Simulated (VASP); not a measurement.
# ZnO (P4_2/mnm) in VASP: notebook

The runs below take ZnO through single point, with PBE.

Program: VASP 6.6.1. These are calculated values, not measurements. Logs are shortened: lines on timing, memory, paths and dates and some standing lists are left out, and cuts for length are marked.

### 1 The cell of the first run

It takes space group P4_2/mnm (No. 136, tetragonal). The conventional cell has a = 5.518 Å, b = 5.518 Å, c = 3.259 Å, α = 90.00°, β = 90.00°, γ = 90.00°. Zn (site symmetry m2m) has 4 O at 1.94 to 2.01 Å within 2.6 Å. O (site symmetry m2m) has 4 Zn at 1.94 to 2.01 Å within 2.6 Å.

### 2 Single point, PBE

Contents of INCAR:

```
SYSTEM = ZnO
  ALGO = Normal
  EDIFF = 1E-6
  ENCUT = 520
  GGA = PE
  ISIF = 2
  ISMEAR = 0
  LASPH = .TRUE.
  LCHARG = .FALSE.
  LREAL = .FALSE.
  LWAVE = .FALSE.
  NBANDS = 46
  NELM = 60
  PREC = Accurate
  SIGMA = 0.1
```

Contents of KPOINTS:

```
k-points
0
G
  4 4 6
  0 0 0
```

Contents of POSCAR:

```
ZnO
1.0
    5.5175700200      0.0000000000      0.0000000000
    0.0000000000      5.5175700200      0.0000000000
    0.0000000000      0.0000000000      3.2587788100
Zn O
4 4
Direct
    0.1819728400      0.1819728400      0.5000000000
    0.8180271600      0.8180271600      0.5000000000
    0.6819728400      0.3180271600      0.0000000000
    0.3180271600      0.6819728400      0.0000000000
    0.8172472300      0.1827527700      0.5000000000
    0.1827527700      0.8172472300      0.5000000000
    0.6827527700      0.6827527700      0.0000000000
    0.3172472300      0.3172472300      0.0000000000
```

Potentials or basis: VASP PAW PBE potentials, release 64 (Zn, O).

Command:

```
$ cat potpaw_PBE.64/Zn/POTCAR potpaw_PBE.64/O/POTCAR > POTCAR
$ mpirun -np 1 vasp_std > vasp.out
```

OUTCAR:

```text
SYSTEM = ZnO
   EDIFF = 1E-6
   ENCUT = 520
   GGA = PE
   ISIF = 2
   ISMEAR = 0
   LASPH = .TRUE.
   LREAL = .FALSE.
   NELM = 60
   PREC = Accurate

 ion  position               nearest neighbor table
   1  0.182  0.182  0.500-   8 1.94   8 1.94   5 2.01   6 2.01   2 2.84
   2  0.818  0.818  0.500-   7 1.94   7 1.94   5 2.01   6 2.01   1 2.84
   3  0.682  0.318  0.000-   5 1.94   5 1.94   8 2.01   7 2.01   4 2.84
   4  0.318  0.682  0.000-   6 1.94   6 1.94   8 2.01   7 2.01   3 2.84
   5  0.817  0.183  0.500-   3 1.94   3 1.94   1 2.01   2 2.01
   6  0.183  0.817  0.500-   4 1.94   4 1.94   1 2.01   2 2.01
   7  0.683  0.683  0.000-   2 1.94   2 1.94   4 2.01   3 2.01
   8  0.317  0.317  0.000-   1 1.94   1 1.94   4 2.01   3 2.01

  LATTYP: Found a simple tetragonal cell.
 ALAT       =     5.5175700200
 C/A-ratio  =     0.5906184785

  Lattice vectors:

 A1 = (   5.5175700200,   0.0000000000,   0.0000000000)
 A2 = (   0.0000000000,   5.5175700200,   0.0000000000)
 A3 = (   0.0000000000,   0.0000000000,   3.2587788100)

Analysis of symmetry for initial positions (statically):
=====================================================================
 Subroutine PRICEL returns:
 Original cell was already a primitive cell.

 Routine SETGRP: Setting up the symmetry group for a
 simple tetragonal supercell.

 Subroutine GETGRP returns: Found 16 space group operations
 (whereof  8 operations were pure point group operations)
 out of a pool of 16 trial point group operations.

The static configuration has the point symmetry D_2h.
 The point group associated with its full space group is D_4h.

Analysis of symmetry for dynamics (positions and initial velocities):
=====================================================================
 Subroutine PRICEL returns:
 Original cell was already a primitive cell.

 Routine SETGRP: Setting up the symmetry group for a
 simple tetragonal supercell.

 Subroutine GETGRP returns: Found 16 space group operations
 (whereof  8 operations were pure point group operations)
 out of a pool of 16 trial point group operations.

The dynamic configuration has the point symmetry D_2h.
 The point group associated with its full space group is D_4h.

 Subroutine INISYM returns: Found 16 space group operations
 (whereof  8 operations are pure point group operations),
 and found     1 'primitive' translations

----------------------------------------------------------------------------------------

                                     Primitive cell

  volume of cell :      99.2089

  direct lattice vectors                    reciprocal lattice vectors
     5.517570020  0.000000000  0.000000000     0.181239204  0.000000000  0.000000000
     0.000000000  5.517570020  0.000000000     0.000000000  0.181239204  0.000000000
     0.000000000  0.000000000  3.258778810     0.000000000  0.000000000  0.306863417

  length of vectors
     5.517570020  5.517570020  3.258778810     0.181239204  0.181239204  0.306863417

  position of ions in fractional coordinates (direct lattice)
     0.181972840  0.181972840  0.500000000
     0.818027160  0.818027160  0.500000000
     0.681972840  0.318027160  0.000000000
     0.318027160  0.681972840  0.000000000
     0.817247230  0.182752770  0.500000000
     0.182752770  0.817247230  0.500000000
     0.682752770  0.682752770  0.000000000
     0.317247230  0.317247230  0.000000000

  ion indices of the primitive-cell ions
   primitive index   ion index
                 1           1
                 2           2
                 3           3
                 4           4
                 5           5
                 6           6
                 7           7
                 8           8

----------------------------------------------------------------------------------------

 KPOINTS: k-points

Automatic generation of k-mesh.
 Grid dimensions read from file:
 generate k-points for:    4    4    6

 Generating k-lattice:

  Cartesian coordinates                     Fractional coordinates (reciprocal lattice)
     0.045309801  0.000000000  0.000000000     0.250000000  0.000000000  0.000000000
     0.000000000  0.045309801  0.000000000     0.000000000  0.250000000  0.000000000
     0.000000000  0.000000000  0.051143903     0.000000000  0.000000000  0.166666667

  Length of vectors
     0.045309801  0.045309801  0.051143903

  Shift w.r.t. Gamma in fractional coordinates (k-lattice)
     0.000000000  0.000000000  0.000000000

 Subroutine IBZKPT returns following result:
 ===========================================

 Found     24 irreducible k-points:

 Following reciprocal coordinates:
            Coordinates               Weight
  0.000000  0.000000  0.000000      1.000000
  0.250000  0.000000  0.000000      4.000000
  0.500000  0.000000  0.000000      2.000000
  0.250000  0.250000  0.000000      4.000000
  0.500000  0.250000  0.000000      4.000000
  0.500000  0.500000  0.000000      1.000000
[... 16 lines left out ...]
  0.500000  0.250000  0.500000      4.000000
  0.500000  0.500000  0.500000      1.000000
   k-points           NKPTS =     24   k-points in BZ     NKDIM =     24   number of bands    NBANDS=     46
   number of dos      NEDOS =    301   number of ions     NIONS =      8
   total plane-waves  NPLWV =  42336
   dimension x,y,z NGX =    42 NGY =   42 NGZ =   24
   dimension x,y,z NGXF=    84 NGYF=   84 NGZF=   48
   ions per type =               4   4
   NGX,Y,Z   is equivalent  to a cutoff of  12.65, 12.65, 12.24 a.u.
   NGXF,Y,Z  is equivalent  to a cutoff of  25.31, 25.31, 24.49 a.u.
 SYSTEM =  ZnO
   PREC   = accura    normal or accurate (medium, high low for compatibility)
   ISTART =      0    job   : 0-new  1-cont  2-samecut
   ICHARG =      2    charge: 1-file 2-atom 10-const
   ISPIN  =      1    spin polarized calculation?
   LNONCOLLINEAR =      F non collinear calculations
   LSORBIT =      F    spin-orbit coupling
   LASPH  =      T    aspherical Exc in radial PAW
   ENCUT  =  520.0 eV  38.22 Ry    6.18 a.u.  10.26 10.26  6.06*2*pi/ulx,y,z
   NELM   =     60;   NELMIN=  2; NELMDL= -5     # of ELM steps
   EDIFF  = 0.1E-05   stopping-criterion for ELM
   LREAL  =      F    real-space projection
   EDIFFG = 0.1E-04   stopping-criterion for IOM
   NSW    =      0    number of steps for IOM
   IBRION =     -1    ionic relax: 0-MD 1-quasi-New 2-CG
   NFREE  =      0    steps in history (QN), initial steepest desc. (CG)
   ISIF   =      2    stress and relaxation
   ISYM   =      2    0-nonsym 1-usesym 2-fastsym
   POTIM  = 0.5000    time-step for ionic-motion
   TEBEG  =    0.0;   TEEND  =   0.0 temperature during run
   PSTRESS=    0.0 pullay stress
   NELECT =      72.0000    total number of electrons
   NUPDOWN=      -1.0000    fix difference up-down
   EMIN   =  10.00;   EMAX   =-10.00  energy-range for DOS
   EFERMI =   0.00;   METHOD = LEGACY
   ISMEAR =     0;   SIGMA  =   0.10  broadening in eV -4-tet -1-fermi 0-gaus
   EFERMI_NEDOS =   21; number of points for ismear=-14 and -15
   IALGO  =     38    algorithm
   IMIX   =      4    mixing-type and parameters
     AMIX     =   0.40;   BMIX     =  1.00
     AMIX_MAG =   1.60;   BMIX_MAG =  1.00
  volume/ion in A,a.u.               =      12.40        83.69
  Fermi-wavevector in a.u.,A,eV,Ry     =   1.471190  2.780146 29.448455  2.164400
  Thomas-Fermi vector in A             =   2.586356
   LORBIT       =      0    0 simple, 1 ext, 2 COOP (PROOUT), +10 PAW based schemes
   GGA     = PE    functional components
   LHFCALC =     F    Hartree Fock is set to
   AEXX    =    0.0000 exact exchange contribution
   IVDW    =     0    specifies the selected vdW correction
   LEPSILON=     F    determine dielectric tensor
   LRPA    =     F    only Hartree local field effects (RPA)
 non-spin polarized calculation
 Gauss-broadening in eV      SIGMA  =   0.10
  energy-cutoff  :      520.00
  volume of cell :       99.21
 maximum number of plane-waves:      2696
 NGX is ok and might be reduce to    42
   NGX = 21   NGY = 21   NGZ = 13

 number of electron      71.9999982 magnetization

 Free energy of the ion-electron system (eV)
  ---------------------------------------------------
  ext. energy  EPLUGINS =         0.00000000
  ---------------------------------------------------
  free energy    TOTEN  =       -35.44992180 eV

  energy without entropy =      -35.44992180  energy(sigma->0) =      -35.44992180

 E-fermi :   1.3994     XC(G=0): -10.6193

 val. band max:        1.0014977908   @ k =   0.0000   0.0000   0.0000
 cond. band min:       1.8012193231   @ k =   0.0000   0.0000   0.0000
 fundamental gap:      0.7997215323
 Fermi energy:         1.3994383793

 k-point     1 :       0.0000    0.0000    0.0000
  band No.  band energies     occupation
      1     -17.1197      2.00000
      2     -16.4065      2.00000
      3     -16.4065      2.00000
      4     -16.3157      2.00000
      5      -5.3320      2.00000
      6      -5.1016      2.00000
[... 38 lines left out ...]
     45      11.3487      0.00000
     46      13.2226      0.00000

 k-point     2 :       0.2500    0.0000    0.0000
  band No.  band energies     occupation
      1     -17.0356      2.00000
      2     -16.5639      2.00000
      3     -16.3750      2.00000
      4     -16.2783      2.00000
      5      -5.3202      2.00000
      6      -5.1517      2.00000
[... 38 lines left out ...]
     45      11.9949      0.00000
     46      12.5939      0.00000

 k-point     3 :       0.5000    0.0000    0.0000
  band No.  band energies     occupation
      1     -16.8189      2.00000
      2     -16.8189      2.00000
      3     -16.3095      2.00000
      4     -16.3095      2.00000
      5      -5.2532      2.00000
      6      -5.2532      2.00000
[... 1018 lines left out ...]
     45      10.6874      0.00000
     46      10.6874      0.00000

 k-point    24 :       0.5000    0.5000    0.5000
  band No.  band energies     occupation
      1     -16.4533      2.00000
      2     -16.4533      2.00000
      3     -16.2110      2.00000
      4     -16.2110      2.00000
      5      -5.1531      2.00000
      6      -5.1531      2.00000
[... 38 lines left out ...]
     45      11.3800      0.00000
     46      11.3800      0.00000

------------------------ aborting loop because EDIFF is reached ----------------------------------------

  FORCE on cell =-STRESS in cart. coord.  units (eV):
  Direction    XX          YY          ZZ          XY          YZ          ZX
  --------------------------------------------------------------------------------------
  -------------------------------------------------------------------------------------
  Total        3.6280696      3.6280696      3.8891358      0.0000000      0.0000000      0.0000000
  in kB       58.5916326     58.5916326     62.8077297      0.0000000      0.0000000      0.0000000
  external PRESSURE =      59.9969983 kB  Pullay stress =       0.0000000 kB

 VOLUME and BASIS-vectors are now :
 -----------------------------------------------------------------------------
  energy-cutoff  :      520.00
  volume of cell :       99.21
      direct lattice vectors                 reciprocal lattice vectors
     5.517570020  0.000000000  0.000000000     0.181239204  0.000000000  0.000000000
     0.000000000  5.517570020  0.000000000     0.000000000  0.181239204  0.000000000
     0.000000000  0.000000000  3.258778810     0.000000000  0.000000000  0.306863417

 POSITION                                       TOTAL-FORCE (eV/Angst)
 -----------------------------------------------------------------------------------
      1.00405      1.00405      1.62939         0.024362      0.024362      0.000000
      4.51352      4.51352      1.62939        -0.024362     -0.024362     -0.000000
      3.76283      1.75474      0.00000         0.024362     -0.024362     -0.000000
      1.75474      3.76283      0.00000        -0.024362      0.024362     -0.000000
      4.50922      1.00835      1.62939        -0.005322      0.005322     -0.000000
      1.00835      4.50922      1.62939         0.005322     -0.005322     -0.000000
      3.76714      3.76714      0.00000         0.005322      0.005322     -0.000000
      1.75043      1.75043      0.00000        -0.005322     -0.005322      0.000000
 -----------------------------------------------------------------------------------
    total drift:                                0.000000      0.000000      0.000000

  FREE ENERGIE OF THE ION-ELECTRON SYSTEM (eV)
  ---------------------------------------------------
  free  energy   TOTEN  =       -35.4499217953 eV

  energy  without entropy=      -35.4499217952  energy(sigma->0) =      -35.44992180
```

Run time: 93 s. Hardware: 1 thread of Intel Xeon Platinum 8259CL at 2.50GHz (Skylake/Cascade Lake), shared host; peak memory 0.24 GiB.

What came out:

| Item | Value |
| --- | --- |
| Free energy | -35.4499 eV |
| Pressure | 6.0 GPa |
| Largest force | 0.034 eV/Å |
| Band gap on the k mesh | 0.80 eV, direct |

Forces on the atoms (eV/Å):
```
Zn   0.024  0.024  0.000
Zn  -0.024 -0.024  0.000
Zn   0.024 -0.024  0.000
Zn  -0.024  0.024  0.000
O   -0.005  0.005  0.000
O    0.005 -0.005  0.000
O    0.005  0.005  0.000
O   -0.005 -0.005  0.000
```

Levels at points of the mesh, in eV from the valence-band top:
| k point | band 34 | band 35 | band 36 | band 37 | band 38 | band 39 |
| --- | --- | --- | --- | --- | --- | --- |
| (0.00, 0.00, 0.00) | -0.18 | -0.18 | 0.00 | 0.80 | 5.26 | 5.26 |
| (0.50, 0.00, 0.00) | -0.48 | -0.43 | -0.43 | 3.22 | 3.22 | 6.12 |
| (0.50, 0.50, 0.00) | -0.87 | -0.75 | -0.75 | 4.28 | 4.28 | 4.67 |
| (0.00, 0.00, 0.50) | -1.79 | -1.31 | -1.31 | 5.85 | 5.85 | 8.02 |
| (0.50, 0.00, 0.50) | -1.57 | -1.05 | -1.05 | 5.94 | 5.94 | 6.79 |
| (0.50, 0.50, 0.50) | -1.35 | -1.33 | -1.33 | 5.54 | 5.54 | 5.96 |

### 3 Single point, PBE

This run uses another cell than the first one, of 12.85 Å³/atom, 1.036 times its volume.

Contents of INCAR:

```
PREC = Accurate
ENCUT = 520
EDIFF = 1E-6
ISMEAR = 0
SIGMA = 0.1
LREAL = False
LASPH = True
NELM = 80
ALGO = Normal
ISIF = 2
LWAVE = False
LCHARG = True
GGA = PE
LELF = True
LVHAR = True
NBANDS = 46
```

Contents of KPOINTS:

```
regular mesh
0
Gamma
  4 4 6
```

Contents of POSCAR:

```
ZnO
1.0
    5.5981771265      0.0000000000      0.0000000000
    0.0000000000      5.5981771265      0.0000000000
    0.0000000000      0.0000000000      3.2810318166
Zn O
4 4
Direct
    0.1819135029      0.1819135029      0.5000000000
    0.8180864971      0.8180864971      0.5000000000
    0.6819135029      0.3180864971      0.0000000000
    0.3180864971      0.6819135029      0.0000000000
    0.8181652898      0.1818347102      0.5000000000
    0.1818347102      0.8181652898      0.5000000000
    0.6818347102      0.6818347102      0.0000000000
    0.3181652898      0.3181652898      0.0000000000
```

Potentials or basis: VASP PAW PBE potentials, release 64 (Zn, O).

Command:

```
$ cat potpaw_PBE.64/Zn/POTCAR potpaw_PBE.64/O/POTCAR > POTCAR
$ mpirun -np 1 vasp_std > vasp.out
```

OUTCAR:

```text
PREC = Accurate
   ENCUT = 520
   EDIFF = 1E-6
   ISMEAR = 0
   LREAL = False
   LASPH = True
   NELM = 80
   ISIF = 2
   GGA = PE

 ion  position               nearest neighbor table
   1  0.182  0.182  0.500-   8 1.96   8 1.96   5 2.04   6 2.04   2 2.88
   2  0.818  0.818  0.500-   7 1.96   7 1.96   5 2.04   6 2.04   1 2.88
   3  0.682  0.318  0.000-   5 1.96   5 1.96   8 2.04   7 2.04   4 2.88
   4  0.318  0.682  0.000-   6 1.96   6 1.96   8 2.04   7 2.04   3 2.88
   5  0.818  0.182  0.500-   3 1.96   3 1.96   1 2.04   2 2.04
   6  0.182  0.818  0.500-   4 1.96   4 1.96   1 2.04   2 2.04
   7  0.682  0.682  0.000-   2 1.96   2 1.96   4 2.04   3 2.04
   8  0.318  0.318  0.000-   1 1.96   1 1.96   4 2.04   3 2.04

  LATTYP: Found a simple tetragonal cell.
 ALAT       =     5.5981771265
 C/A-ratio  =     0.5860893184

  Lattice vectors:

 A1 = (   5.5981771265,   0.0000000000,   0.0000000000)
 A2 = (   0.0000000000,   5.5981771265,   0.0000000000)
[... 191 lines left out ...]

 val. band max:        0.6998189461   @ k =   0.0000   0.0000   0.0000
 cond. band min:       1.4508613459   @ k =   0.0000   0.0000   0.0000
 fundamental gap:      0.7510423999
 Fermi energy:         1.0749971449

 k-point     1 :       0.0000    0.0000    0.0000
  band No.  band energies     occupation
      1     -17.1537      2.00000
      2     -16.4919      2.00000
      3     -16.4919      2.00000
      4     -16.4141      2.00000
      5      -5.3984      2.00000
      6      -5.2158      2.00000
[... 1165 lines left out ...]
     45      10.9749      0.00000
     46      10.9749      0.00000

------------------------ aborting loop because EDIFF is reached ----------------------------------------

  FORCE on cell =-STRESS in cart. coord.  units (eV):
  Direction    XX          YY          ZZ          XY          YZ          ZX
  --------------------------------------------------------------------------------------
  -------------------------------------------------------------------------------------
  Total        0.6960797      0.6960797      0.8461986     -0.0000000      0.0000000      0.0000000
  in kB       10.8459055     10.8459055     13.1849704     -0.0000000      0.0000000      0.0000000
  external PRESSURE =      11.6255938 kB  Pullay stress =       0.0000000 kB

 VOLUME and BASIS-vectors are now :
 -----------------------------------------------------------------------------
  energy-cutoff  :      520.00
  volume of cell :      102.83
      direct lattice vectors                 reciprocal lattice vectors
     5.598177127  0.000000000  0.000000000     0.178629575  0.000000000  0.000000000
     0.000000000  5.598177127  0.000000000     0.000000000  0.178629575  0.000000000
     0.000000000  0.000000000  3.281031817     0.000000000  0.000000000  0.304782171

 POSITION                                       TOTAL-FORCE (eV/Angst)
 -----------------------------------------------------------------------------------
      1.01838      1.01838      1.64052        -0.010692     -0.010692     -0.000000
      4.57979      4.57979      1.64052         0.010692      0.010692      0.000000
      3.81747      1.78070      0.00000        -0.010692      0.010692      0.000000
      1.78070      3.81747      0.00000         0.010692     -0.010692      0.000000
      4.58023      1.01794      1.64052         0.009998     -0.009998      0.000000
      1.01794      4.58023      1.64052        -0.009998      0.009998     -0.000000
      3.81703      3.81703      0.00000        -0.009998     -0.009998      0.000000
      1.78115      1.78115      0.00000         0.009998      0.009998     -0.000000
 -----------------------------------------------------------------------------------
    total drift:                               -0.000000     -0.000000     -0.000000

  FREE ENERGIE OF THE ION-ELECTRON SYSTEM (eV)
  ---------------------------------------------------
  free  energy   TOTEN  =       -35.5328439589 eV

  energy  without entropy=      -35.5328439580  energy(sigma->0) =      -35.53284396
```

stdout:

```text
POSCAR found type information on POSCAR ZnO
 POSCAR found :  2 types and       8 ions
 scaLAPACK will be used
 LDA part: xc-table for (Slater+PW92), standard interpolation
 POSCAR, INCAR and KPOINTS ok, starting setup
 FFT: planning ... GRIDC
 FFT: planning ... GRID_SOFT
 FFT: planning ... GRID
 WAVECAR not read
 entering main loop
```

It took 1.8 min on 1 thread of Intel Xeon Platinum 8259CL at 2.50GHz (Skylake/Cascade Lake), shared host; peak memory 0.23 GiB.

Results:

* Free energy: -35.5328 eV
* Pressure: 1.2 GPa
* Largest force: 0.015 eV/Å
* Band gap on the k mesh: 0.75 eV, direct

Forces in eV/Å, atoms in the order of the input:
```
Zn  -0.011 -0.011  0.000
Zn   0.011  0.011  0.000
Zn  -0.011  0.011  0.000
Zn   0.011 -0.011  0.000
O    0.010 -0.010  0.000
O   -0.010  0.010  0.000
O   -0.010 -0.010  0.000
O    0.010  0.010  0.000
```

As with any semilocal functional, this PBE gap is likely too small.
